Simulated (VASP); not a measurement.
Mg, 4 atoms in the cell. The structure is hexagonal, space group P6_3/mmc (No. 194). The conventional cell has a = 3.129 Å, b = 3.129 Å, c = 10.316 Å, α = 90.00°, β = 90.00°, γ = 120.00°. Within 4.1 Å of Mg (site symmetry -6m2) lie 12 Mg at 3.13 to 3.15 Å. Within 4.1 Å of Mg (site symmetry -3m) lie 12 Mg at 3.13 to 3.15 Å. 

- Program: VASP 6.6.1
- Task: single point
- Functional: PBE
- Dispersion: D3(BJ)
- Potentials or basis: VASP PAW PBE potentials, release 64 (Mg)
- Cutoff: 520 eV
- k mesh: 10 × 10 × 3
- Occupations: fermi-dirac, width 0.05 eV
- Spin: no spin polarisation
- Dipole correction: no
- Further INCAR settings: ALGO = Normal; EDIFF = 1e-06; NBANDS = 12

Potentials or basis: VASP PAW PBE potentials, release 64 (Mg).

Command:

```sh
$ cat potpaw_PBE.64/Mg/POTCAR > POTCAR
$ mpirun -np 1 vasp_std > vasp.out
```

Hardware: 1 thread of AMD EPYC 9R45 96-Core Processor (Zen 5), with other jobs on the host.

Estimate the wall time of this run.

It took 12 s on 1 thread of AMD EPYC 9R45 96-Core Processor (Zen 5), with other jobs on the host, peak memory 0.18 GiB. Counts: scf iterations 10, k points 28.
